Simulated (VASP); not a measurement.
Ru:

```
Ru
1.0
     2.70389    0.00000    0.00000
    -1.35194    2.34164    0.00000
     0.00000    0.00000    4.28168
Ru
2
Direct
  0.33333 0.66667 0.25000
  0.66667 0.33333 0.75000
```

```yaml
Program: VASP 6.6.1
Task: relaxation of cell and atoms
Functional: PBE
Potentials_or_basis: VASP PAW PBE potentials, release 64 (Ru_pv)
Cutoff: 600 eV
k_mesh: 16 × 16 × 9
Occupations: fermi-dirac, width 0.05 eV
Spin: no spin polarisation
```

At the start: pressure 4.8 GPa; volume 13.55 Å³/atom.

Question: How do energy, volume and symmetry change on relaxing?

Answer: Over 13 steps the energy falls by 3.3 meV/atom and the volume is 13.76 Å³/atom (+1.5 %); space group P6_3/mmc (No. 194, to 0.05 Å).

The path:
```
step  energy change (eV)  largest force (eV/Å)  pressure (GPa)  volume (Å³)
   1              0.0000                0.0000            4.83        27.11
   2              0.0424                0.0000          -12.26        28.74
   3             -0.0065                0.0000           -0.22        27.54
   4             -0.0065                0.0000           -0.16        27.53
   5             -0.0065                0.0000           -0.07        27.52
   6             -0.0066                0.0000            0.21        27.50
   7             -0.0067                0.0000            0.11        27.51
   8             -0.0067                0.0000            0.11        27.51
   9             -0.0067                0.0000            0.16        27.50
  10             -0.0067                0.0000            0.12        27.51
  11             -0.0067                0.0000            0.12        27.51
  12             -0.0067                0.0000           -0.30        27.54
  13             -0.0067                0.0000            0.03        27.52
```

Final structure:
```
CELL_PARAMETERS angstrom
2.72210 0.00000 0.00000
-1.36105 2.35741 0.00000
0.00000 0.00000 4.28820
ATOMIC_POSITIONS crystal
Ru 0.33333 0.66667 0.25000
Ru 0.66667 0.33333 0.75000
```
